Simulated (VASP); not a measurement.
Wanted: the native input for a VASP 6.6.1 run.

```
Task                   : single point
Functional             : r2SCAN
Potentials or basis    : VASP PAW PBE potentials, release 64 (Rh_pv)
Cutoff                 : 520 eV
k mesh                 : 18 × 18 × 6
Occupations            : gaussian, width 0.1 eV
Spin                   : no spin polarisation
Dipole correction      : no
Further INCAR settings : ALGO = Normal; EDIFF = 1e-07; NBANDS = 38
```

Rh:

```xyz
4
Lattice="2.6467 0.0000 0.0000 -1.3234 2.2921 0.0000 0.0000 0.0000 8.6404" Properties=species:S:1:pos:R:3 pbc="T T T"
Rh    0.0000    0.0000    0.0000
Rh    0.0000    1.5281    2.1601
Rh    0.0000    0.0000    4.3202
Rh    1.3234    0.7640    6.4803
```

This isn't the form of Rh at room conditions, which is fcc.

These files were run (other wordings do the same):

POSCAR

```
Rh
1.0
    2.6467418277      0.0000000000      0.0000000000
   -1.3233709138      2.2921456601      0.0000000000
    0.0000000000      0.0000000000      8.6404421737
Rh
4
Direct
    0.0000000000      0.0000000000      0.0000000000
    0.3333333333      0.6666666667      0.2500000000
    0.0000000000      0.0000000000      0.5000000000
    0.6666666667      0.3333333333      0.7500000000
```

INCAR.step1

```
SYSTEM = Rh
ALGO = Normal
EDIFF = 1E-4
ENCUT = 520
GGA = PE
ISMEAR = 0
LASPH = .True.
LCHARG = .False.
LREAL = .False.
LWAVE = .True.
NBANDS = 38
NELM = 80
PREC = Accurate
SIGMA = 0.1
```

INCAR.step2

```
SYSTEM = Rh
ALGO = Normal
EDIFF = 1E-7
ENCUT = 520
ISIF = 2
ISMEAR = 0
ISTART = 1
LASPH = .True.
LCHARG = .True.
LELF = .True.
LMIXTAU = .True.
LREAL = .False.
LVHAR = .True.
LWAVE = .False.
METAGGA = R2SCAN
NBANDS = 38
NELM = 80
PREC = Accurate
SIGMA = 0.1
```

KPOINTS

```
k-points
0
Gamma
  18 18 6
  0 0 0
```

Potentials or basis: VASP PAW PBE potentials, release 64 (Rh_pv).

The run is started by

```console
$ cat potpaw_PBE.64/Rh_pv/POTCAR > POTCAR
$ cp INCAR.step1 INCAR
$ mpirun -np 1 vasp_std > vasp.out
$ cp INCAR.step2 INCAR
$ mpirun -np 1 vasp_std > vasp.out
```

It gave:

| Quantity | Value |
| --- | --- |
| Pressure | 16.5 GPa |
| Band gap on the k mesh | zero (bands 30 and 31 overlap by 2.26 eV) |

Caveat: the cell stands under pressure; the PAW data sets were made with another functional, which shifts forces and pressure a little.

Wall time 24 min on 1 thread of Intel Xeon 8259CL (shared host), peak memory 0.32 GiB.
